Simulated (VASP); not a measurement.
Here is a VASP 6.6.1 calculation.

Contents of POSCAR:

```
SbP
1.0
    3.7334153493     -0.0000000029      0.0000000000
   -1.8667076721      3.2332325368      0.0000000000
    0.0000000000      0.0000000000     26.8369017600
Sb P
1 1
Direct
    0.6666666667      0.3333333333      0.3248009277
    0.3333333333      0.6666666667      0.2713930795
```

INCAR.step1

```
SYSTEM = SbP
  PREC = Accurate
  ENCUT = 520
  ISMEAR = 0
  SIGMA = 0.02
  LREAL = .FALSE.
  LASPH = .TRUE.
  NELM = 60
  LDIPOL = .TRUE.
  IDIPOL = 3
  DIPOL = 0.5 0.5 0.298
  NBANDS = 12
  GGA = PE
  ALGO = Normal
  EDIFF = 1E-4
  LWAVE = .TRUE.
  LCHARG = .FALSE.
```

File INCAR.step2:

```
SYSTEM = SbP
  PREC = Accurate
  ENCUT = 520
  EDIFF = 1E-7
  ISMEAR = 0
  SIGMA = 0.02
  LREAL = .FALSE.
  LASPH = .TRUE.
  NELM = 60
  ALGO = Normal
  ISIF = 2
  LWAVE = .FALSE.
  LCHARG = .FALSE.
  LDIPOL = .TRUE.
  IDIPOL = 3
  DIPOL = 0.5 0.5 0.298
  METAGGA = R2SCAN
  LMIXTAU = .TRUE.
  NBANDS = 12
  ISTART = 1
```

KPOINTS

```
regular mesh
0
G
  12 12 1
  0 0 0
```

Potentials or basis: VASP PAW PBE potentials, release 64 (Sb, P).

The run is started by

```console
$ cat potpaw_PBE.64/Sb/POTCAR potpaw_PBE.64/P/POTCAR > POTCAR
$ cp INCAR.step1 INCAR
$ mpirun -np 1 vasp_std > vasp.out
$ cp INCAR.step2 INCAR
$ mpirun -np 1 vasp_std > vasp.out
```

(1) What does it give for the largest force?

(2) Estimate the band gap on the k mesh.

## Answers

(1) 0.237 eV/Å.

(2) 2.03 eV, indirect (least direct gap 2.37 eV).

Caveat: the PAW data sets were made with another functional, which shifts forces and pressure a little; spin-orbit coupling is left out, which moves the levels of the heavy elements.
